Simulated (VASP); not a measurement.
# HfC (WC type) (P-6m2) in VASP: notebook

The runs below take HfC (WC type) through single point, with PBE.

Everything below comes from runs of VASP 6.6.1. Logs are shortened: lines on timing, memory, paths and dates and some standing lists are left out, and cuts for length are marked.

### Step 1. The cell of the first run

The structure is hexagonal, space group P-6m2 (No. 187). The conventional cell has a = 3.161 Å, b = 3.161 Å, c = 2.870 Å, α = 90.00°, β = 90.00°, γ = 120.00°. Within 3.2 Å of Hf (site symmetry -6m2) lie 6 C at 2.32 Å and 8 Hf at 2.87 to 3.16 Å. C (site symmetry -6m2) has 6 Hf at 2.32 Å and 8 C at 2.87 to 3.16 Å within 3.2 Å.

### Step 2. Single point, PBE

File INCAR:

```
SYSTEM = HfC
  PREC = Accurate
  ENCUT = 520
  EDIFF = 1E-6
  ISMEAR = -1
  SIGMA = 0.08
  LREAL = .FALSE.
  LASPH = .TRUE.
  NELM = 80
  ALGO = Normal
  ISIF = 2
  LWAVE = .FALSE.
  LCHARG = .TRUE.
  GGA = PE
  LELF = .TRUE.
  LVHAR = .TRUE.
  ISYM = 0
  NBANDS = 14
```

File KPOINTS:

```
Automatic mesh
0
G
  14 14 13
  0 0 0
```

File POSCAR:

```
HfC
1.0
    3.1609184419      0.0000000000      0.0000000000
   -1.5804592210      2.7374356699      0.0000000000
    0.0000000000      0.0000000000      2.8702875054
Hf C
1 1
Direct
    0.0000000000      0.0000000000      0.0000000000
    0.3333333333      0.6666666667      0.5000000000
```

Potentials or basis: VASP PAW PBE potentials, release 64 (Hf_pv, C).

Started as:

```
$ cat potpaw_PBE.64/Hf_pv/POTCAR potpaw_PBE.64/C/POTCAR > POTCAR
$ mpirun -np 1 vasp_std > vasp.out
```

OUTCAR:

```text
SYSTEM = HfC
   PREC = Accurate
   ENCUT = 520
   EDIFF = 1E-6
   ISMEAR = -1
   LREAL = .FALSE.
   LASPH = .TRUE.
   NELM = 80
   ISIF = 2
   GGA = PE
   ISYM = 0

 ion  position               nearest neighbor table
   1  0.000  0.000  0.000-   2 2.32   2 2.32   2 2.32   2 2.32   2 2.32   2 2.32
   2  0.333  0.667  0.500-   1 2.32   1 2.32   1 2.32   1 2.32   1 2.32   1 2.32

IMPORTANT INFORMATION: All symmetrisations will be switched off!
NOSYMM: (Re-)initialisation of all symmetry stuff for point group C_1.

----------------------------------------------------------------------------------------

                                     Primitive cell

  volume of cell :      24.8361

  direct lattice vectors                    reciprocal lattice vectors
     3.160918442  0.000000000  0.000000000     0.316363746  0.182652694  0.000000000
    -1.580459221  2.737435670  0.000000000     0.000000000  0.365305388  0.000000000
     0.000000000  0.000000000  2.870287505     0.000000000  0.000000000  0.348397155

  length of vectors
     3.160918442  3.160918442  2.870287505     0.365305388  0.365305388  0.348397155

  position of ions in fractional coordinates (direct lattice)
     0.000000000  0.000000000  0.000000000
     0.333333333  0.666666667  0.500000000

  ion indices of the primitive-cell ions
   primitive index   ion index
                 1           1
                 2           2

----------------------------------------------------------------------------------------

 KPOINTS: Automatic mesh

Automatic generation of k-mesh.
 Grid dimensions read from file:
 generate k-points for:   14   14   13

 Generating k-lattice:

  Cartesian coordinates                     Fractional coordinates (reciprocal lattice)
     0.022597410  0.013046621  0.000000000     0.071428571  0.000000000  0.000000000
     0.000000000  0.026093242  0.000000000     0.000000000  0.071428571  0.000000000
     0.000000000  0.000000000  0.026799781     0.000000000  0.000000000  0.076923077

  Length of vectors
     0.026093242  0.026093242  0.026799781

  Shift w.r.t. Gamma in fractional coordinates (k-lattice)
     0.000000000  0.000000000  0.000000000

 Subroutine IBZKPT returns following result:
 ===========================================

 Found   1276 irreducible k-points:

 Following reciprocal coordinates:
            Coordinates               Weight
  0.000000  0.000000  0.000000      1.000000
  0.071429 -0.000000  0.000000      2.000000
  0.000000  0.071429  0.000000      2.000000
 -0.071429  0.071429  0.000000      2.000000
[... 50 lines left out ...]
   NELECT =      14.0000    total number of electrons
   NUPDOWN=      -1.0000    fix difference up-down
   EMIN   =  10.00;   EMAX   =-10.00  energy-range for DOS
   EFERMI =   0.00;   METHOD = LEGACY
   ISMEAR =    -1;   SIGMA  =   0.08  broadening in eV -4-tet -1-fermi 0-gaus
   EFERMI_NEDOS =   21; number of points for ismear=-14 and -15
   IALGO  =     38    algorithm
   IMIX   =      4    mixing-type and parameters
     AMIX     =   0.40;   BMIX     =  1.00
     AMIX_MAG =   1.60;   BMIX_MAG =  1.00
  volume/ion in A,a.u.               =      12.42        83.80
  Fermi-wavevector in a.u.,A,eV,Ry     =   1.352353  2.555576 24.883121  1.828858
  Thomas-Fermi vector in A             =   2.479699
   LORBIT       =      0    0 simple, 1 ext, 2 COOP (PROOUT), +10 PAW based schemes
   GGA     = PE    functional components
   LHFCALC =     F    Hartree Fock is set to
   AEXX    =    0.0000 exact exchange contribution
   IVDW    =     0    specifies the selected vdW correction
   LEPSILON=     F    determine dielectric tensor
   LRPA    =     F    only Hartree local field effects (RPA)
 non-spin polarized calculation
  energy-cutoff  :      520.00
  volume of cell :       24.84
 maximum number of plane-waves:       686
   NGX = 11   NGY = 11   NGZ = 11

 number of electron      14.0000000 magnetization

 Free energy of the ion-electron system (eV)
  ---------------------------------------------------
  ext. energy  EPLUGINS =         0.00000000
  ---------------------------------------------------
  free energy    TOTEN  =       -19.46156461 eV

  energy without entropy =      -19.45443336  energy(sigma->0) =      -19.45799898

 E-fermi :   5.9102     XC(G=0): -12.2845

 val. band max:        5.9014072705   @ k =   0.2143   0.1429   0.0000
 cond. band min:       5.9404343339   @ k =  -0.2857   0.3571   0.0000
 fundamental gap:      0.0390270635
 Fermi energy:         5.9102317267

 k-point     1 :       0.0000    0.0000    0.0000
  band No.  band energies     occupation
      1     -23.5723      2.00000
      2     -23.5723      2.00000
      3     -23.1632      2.00000
      4      -6.2349      2.00000
      5       4.3150      2.00000
      6       4.3150      2.00000
      7       4.6673      2.00000
      8       7.6560      0.00000
      9      11.3349      0.00000
     10      12.5898      0.00000
     11      12.5898      0.00000
     12      13.0815      0.00000
     13      13.0815      0.00000
     14      19.8745      0.00000
[... 377 lines left out ...]
      1     -23.6861      2.00000
      2     -23.5990      2.00000
      3     -23.1496      2.00000
      4      -5.8955      2.00000
      5       3.5782      2.00000
      6       4.5822      2.00000
      7       4.9406      1.99999
      8       7.1670      0.00000
      9      12.2992      0.00000
     10      12.4390      0.00000
     11      12.5256      0.00000
     12      12.9340      0.00000
     13      13.1516      0.00000
     14      19.8382      0.00000

 [... further k-points ...]

------------------------ aborting loop because EDIFF is reached ----------------------------------------

  FORCE on cell =-STRESS in cart. coord.  units (eV):
  Direction    XX          YY          ZZ          XY          YZ          ZX
  --------------------------------------------------------------------------------------
  -------------------------------------------------------------------------------------
  Total        2.0448246      2.0448245      1.9451317      0.0000003     -0.0000000     -0.0000000
  in kB      131.9119163    131.9119126    125.4807167      0.0000162     -0.0000025     -0.0000015
  external PRESSURE =     129.7681819 kB  Pullay stress =       0.0000000 kB

 VOLUME and BASIS-vectors are now :
 -----------------------------------------------------------------------------
  energy-cutoff  :      520.00
  volume of cell :       24.84
      direct lattice vectors                 reciprocal lattice vectors
     3.160918442  0.000000000  0.000000000     0.316363746  0.182652694  0.000000000
    -1.580459221  2.737435670  0.000000000     0.000000000  0.365305388  0.000000000
     0.000000000  0.000000000  2.870287505     0.000000000  0.000000000  0.348397155

 POSITION                                       TOTAL-FORCE (eV/Angst)
 -----------------------------------------------------------------------------------
      0.00000      0.00000      0.00000        -0.000000      0.000000     -0.000000
     -0.00000      1.82496      1.43514         0.000000     -0.000000      0.000000
 -----------------------------------------------------------------------------------
    total drift:                               -0.000000      0.000000      0.000000

  FREE ENERGIE OF THE ION-ELECTRON SYSTEM (eV)
  ---------------------------------------------------
  free  energy   TOTEN  =       -19.4615646083 eV

  energy  without entropy=      -19.4544333588  energy(sigma->0) =      -19.45799898
```

Run time: 3.7 min. Hardware: 1 thread of Intel Xeon Platinum 8375C at 2.90GHz (Ice Lake), shared host; peak memory 0.53 GiB.

What came out:

```
Free energy            : -19.4616 eV
Pressure               : 13.0 GPa
Band gap on the k mesh : zero (bands 7 and 8 overlap by 0.01 eV)
```

Caveat: the cell stands under pressure; spin-orbit coupling is left out, which moves the levels of the heavy elements.

### Step 3. Single point, PBE

This run uses another cell than the first one, of 7.27 Å³/atom.

File INCAR:

```
ALGO = Normal
EDIFF = 1E-7
ENCUT = 520
GGA = PE
ISIF = 2
ISMEAR = -1
LASPH = T
LCHARG = F
LREAL = F
LWAVE = F
NBANDS = 14
NELM = 80
PREC = Accurate
SIGMA = 0.08
```

File KPOINTS:

```
k-points
0
Gamma
  14 14 13
```

File POSCAR:

```
HfC
1.0
    2.5684860597      0.0000000000      0.0000000000
   -1.2842430298      2.2243741769      0.0000000000
    0.0000000000      0.0000000000      2.5435038015
Hf C
1 1
Direct
    0.0000000000      0.0000000000      0.0000000000
    0.3333333333      0.6666666667      0.5000000000
```

Potentials or basis: VASP PAW PBE potentials, release 64 (Hf_pv, C).

Started as:

```
$ cat potpaw_PBE.64/Hf_pv/POTCAR potpaw_PBE.64/C/POTCAR > POTCAR
$ mpirun -np 1 vasp_std > vasp.out
```

Wall time 43 s (1 thread of Intel Xeon 8259CL, shared host); peak memory 0.16 GiB.

It converged, with:

```
Free energy            : -11.3271 eV
Pressure               : 351.6 GPa
Band gap on the k mesh : zero (bands 7 and 8 overlap by 2.43 eV)
```

Stress tensor (GPa, compression positive):
```
351.74   0.00   0.00
  0.00 351.74   0.00
  0.00   0.00 351.47
```

Levels at points of the mesh, in eV from the Fermi level:
| k point | band 4 | band 5 | band 6 | band 7 | band 8 | band 9 | band 10 | band 11 |
| --- | --- | --- | --- | --- | --- | --- | --- | --- |
| (0.00, 0.00, 0.00) | -14.82 | -3.93 | -2.81 | -2.81 | 2.41 | 9.56 | 10.45 | 10.45 |
| (0.50, 0.00, 0.00) | -10.73 | -5.53 | -3.62 | -2.49 | 1.60 | 8.17 | 11.85 | 11.97 |

Caveat: the cell stands under pressure; spin-orbit coupling is left out, which moves the levels of the heavy elements.

### Step 4. Single point, PBE (7.27 Å³/atom)

This run uses another cell than the first one, of 7.27 Å³/atom.

File INCAR:

```
SYSTEM = HfC
ALGO     = Normal         ! electronic algorithm
EDIFF    = 1E-6           ! SCF threshold, eV
ENCUT    = 520            ! plane-wave cutoff, eV
GGA      = PE             ! functional
ISIF     = 2              ! what is computed and relaxed
ISMEAR   = -1             ! smearing method
LASPH    = .True.         ! aspherical terms in the spheres
LCHARG   = .True.         ! write CHGCAR
LELF     = .True.         ! ELF
LREAL    = .False.        ! projectors in reciprocal space
LVHAR    = .True.       
LWAVE    = .False.        ! write WAVECAR
NBANDS   = 14             ! bands
NELM     = 80             ! most SCF steps
PREC     = Accurate       ! precision mode
SIGMA    = 0.08           ! smearing width, eV
```

File KPOINTS:

```
k-points
0
Gamma
  14 14 13
  0 0 0
```

POSCAR is that of step 3.

Potentials or basis: VASP PAW PBE potentials, release 64 (Hf_pv, C).

Started as:

```
$ cat potpaw_PBE.64/Hf_pv/POTCAR potpaw_PBE.64/C/POTCAR > POTCAR
$ mpirun -np 1 vasp_std > vasp.out
```

OUTCAR:

```text
SYSTEM = HfC
   EDIFF = 1E-6
   ENCUT = 520
   GGA = PE
   ISIF = 2
   ISMEAR = -1
   LASPH = .True.
   LREAL = .False.
   NELM = 80
   PREC = Accurate

 ion  position               nearest neighbor table
   1  0.000  0.000  0.000-   2 1.95   2 1.95   2 1.95   2 1.95   2 1.95   2 1.95
   2  0.333  0.667  0.500-   1 1.95   1 1.95   1 1.95   1 1.95   1 1.95   1 1.95

  LATTYP: Found a hexagonal cell.
 ALAT       =     2.5684860597
 C/A-ratio  =     0.9902735473

  Lattice vectors:

 A1 = (   2.5684860597,   0.0000000000,   0.0000000000)
 A2 = (  -1.2842430298,   2.2243741769,   0.0000000000)
 A3 = (   0.0000000000,   0.0000000000,   2.5435038015)

Analysis of symmetry for initial positions (statically):
=====================================================================
 Subroutine PRICEL returns:
 Original cell was already a primitive cell.

 Routine SETGRP: Setting up the symmetry group for a
 hexagonal supercell.

 Subroutine GETGRP returns: Found 12 space group operations
 (whereof 12 operations were pure point group operations)
 out of a pool of 24 trial point group operations.

The static configuration has the point symmetry D_3h.
[... 175 lines left out ...]
      6       8.5058      2.00000
      7       8.5058      2.00000
      8      13.7240      0.00000
      9      20.8706      0.00000
     10      21.7644      0.00000
     11      21.7644      0.00000
     12      21.9397      0.00000
     13      21.9397      0.00000
     14      27.2233      0.00000
[... 377 lines left out ...]
      1     -19.8994      2.00000
      2     -19.1040      2.00000
      3     -15.7818      2.00000
      4       3.4422      2.00000
      5       5.4161      2.00000
      6       7.8782      2.00000
      7       8.4622      2.00000
      8      14.6692      0.00000
      9      15.3480      0.00000
     10      17.8659      0.00000
     11      19.5742      0.00000
     12      27.2184      0.00000
     13      29.3589      0.00000
     14      35.8891      0.00000

 [... further k-points ...]

------------------------ aborting loop because EDIFF is reached ----------------------------------------

  FORCE on cell =-STRESS in cart. coord.  units (eV):
  Direction    XX          YY          ZZ          XY          YZ          ZX
  --------------------------------------------------------------------------------------
  -------------------------------------------------------------------------------------
  Total       31.9051525     31.9051525     31.8795702      0.0000000      0.0000000      0.0000000
  in kB     3517.6607993   3517.6607991   3514.8402536      0.0000001      0.0000000      0.0000000
  external PRESSURE =    3516.7206173 kB  Pullay stress =       0.0000000 kB

 VOLUME and BASIS-vectors are now :
 -----------------------------------------------------------------------------
  energy-cutoff  :      520.00
  volume of cell :       14.53
      direct lattice vectors                 reciprocal lattice vectors
     2.568486060  0.000000000  0.000000000     0.389334408  0.224782325  0.000000000
    -1.284243030  2.224374177  0.000000000     0.000000000  0.449564651  0.000000000
     0.000000000  0.000000000  2.543503801     0.000000000  0.000000000  0.393158445

 POSITION                                       TOTAL-FORCE (eV/Angst)
 -----------------------------------------------------------------------------------
      0.00000      0.00000      0.00000         0.000000      0.000000      0.000000
     -0.00000      1.48292      1.27175         0.000000     -0.000000      0.000000
 -----------------------------------------------------------------------------------
    total drift:                                0.000000     -0.000000     -0.000000

  FREE ENERGIE OF THE ION-ELECTRON SYSTEM (eV)
  ---------------------------------------------------
  free  energy   TOTEN  =       -11.3271426834 eV

  energy  without entropy=      -11.3165543695  energy(sigma->0) =      -11.32184853
```

OSZICAR:

```text
N       E                     dE             d eps       ncg     rms          rms(c)
DAV:   1     0.383640938638E+02    0.38364E+02   -0.77124E+03  4736   0.103E+03
DAV:   2    -0.138999172256E+02   -0.52264E+02   -0.49452E+02  5878   0.227E+02
DAV:   3    -0.150396026310E+02   -0.11397E+01   -0.11369E+01  5424   0.252E+01
DAV:   4    -0.150414750537E+02   -0.18724E-02   -0.18723E-02  5820   0.128E+00
DAV:   5    -0.150414786958E+02   -0.36421E-05   -0.36417E-05  5448   0.509E-02    0.130E+02
DAV:   6    -0.113861913712E+02    0.36553E+01   -0.11156E+01  5394   0.215E+01    0.777E+01
DAV:   7    -0.113312498520E+02    0.54942E-01   -0.36317E-01  5622   0.479E+00    0.211E+01
DAV:   8    -0.113277111691E+02    0.35387E-02   -0.88336E-03  5892   0.734E-01    0.112E+00
DAV:   9    -0.113271643718E+02    0.54680E-03   -0.11394E-03  5514   0.280E-01    0.588E-01
DAV:  10    -0.113271436538E+02    0.20718E-04   -0.11155E-04  5454   0.785E-02    0.101E-01
DAV:  11    -0.113271426834E+02    0.97047E-06   -0.40240E-06  5580   0.164E-02
   1 F= -.11327143E+02 E0= -.11321849E+02  d E =-.105883E-01
```

Run time: 43 s. Hardware: 1 thread of Intel Xeon 8259CL, shared host; peak memory 0.16 GiB.

What came out:

```yaml
Free_energy: -11.3271 eV
Pressure: 351.7 GPa
Band_gap_on_the_k_mesh: zero (bands 7 and 8 overlap by 2.43 eV)
```

Caveat: the cell stands under pressure; spin-orbit coupling is left out, which moves the levels of the heavy elements.

### Step 5. Single point, PBE

This run uses another cell than the first one, of 8.45 Å³/atom.

File INCAR:

```
  PREC = Accurate
  ENCUT = 520
  EDIFF = 1E-6
  ISMEAR = -1
  SIGMA = 0.08
  LREAL = False
  LASPH = True
  NELM = 80
  ALGO = Normal
  ISIF = 2
  LWAVE = False
  LCHARG = True
  GGA = PE
  LELF = True
  LVHAR = True
  NBANDS = 14
```

File KPOINTS:

```
regular mesh
0
Gamma
  14 14 13
```

File POSCAR:

```
HfC
1.0
    2.7301377281      0.0000000000      0.0000000000
   -1.3650688641      2.3643686284      0.0000000000
    0.0000000000      0.0000000000      2.6196000394
Hf C
1 1
Direct
    0.0000000000      0.0000000000      0.0000000000
    0.3333333333      0.6666666667      0.5000000000
```

Started as:

```
$ cat potpaw_PBE.64/Hf_pv/POTCAR potpaw_PBE.64/C/POTCAR > POTCAR
$ mpirun -np 1 vasp_std > vasp.out
```

Run time: 50 s. Hardware: 1 thread of Intel Xeon 8259CL, shared host; peak memory 0.16 GiB.

It converged, with:

```
Free energy            : -15.3309 eV
Pressure               : 201.0 GPa
Band gap on the k mesh : zero (bands 7 and 8 overlap by 1.69 eV)
```

Stress tensor (GPa, compression positive):
```
201.45   0.00   0.00
  0.00 201.45   0.00
  0.00   0.00 200.16
```

Levels at points of the mesh, in eV from the Fermi level:
| k point | band 5 | band 6 | band 7 | band 8 | band 9 | band 10 |
| --- | --- | --- | --- | --- | --- | --- |
| (0.00, 0.00, 0.00) | -2.91 | -2.42 | -2.42 | 2.14 | 8.38 | 9.35 |
| (0.50, 0.00, 0.00) | -5.42 | -2.37 | -1.93 | 1.18 | 7.63 | 10.02 |

Caveat: the cell stands under pressure; spin-orbit coupling is left out, which moves the levels of the heavy elements.

### Step 6. Overview

```csv
cell,gap on the mesh (eV),pressure (GPa)
"a = 3.161, b = 3.161, c = 2.870 Å, angles 90.0, 90.0, 120.0°, 2 atoms",none,13.0
"a = 2.568, b = 2.568, c = 2.544 Å, angles 90.0, 90.0, 120.0°, 2 atoms",none,351.7
"a = 2.730, b = 2.730, c = 2.620 Å, angles 90.0, 90.0, 120.0°, 2 atoms",none,201.0
```

Alike in all rows: task single point; level PBE; potentials or basis VASP PAW PBE potentials, release 64 (Hf_pv, C); no spin polarisation; k mesh 14 × 14 × 13; cutoff (eV) 520; smearing fermi-dirac 0.08 eV.

Caveats: the cell stands under pressure; spin-orbit coupling is left out, which moves the levels of the heavy elements.

Absolute energies hang on the potentials; compare differences alone.
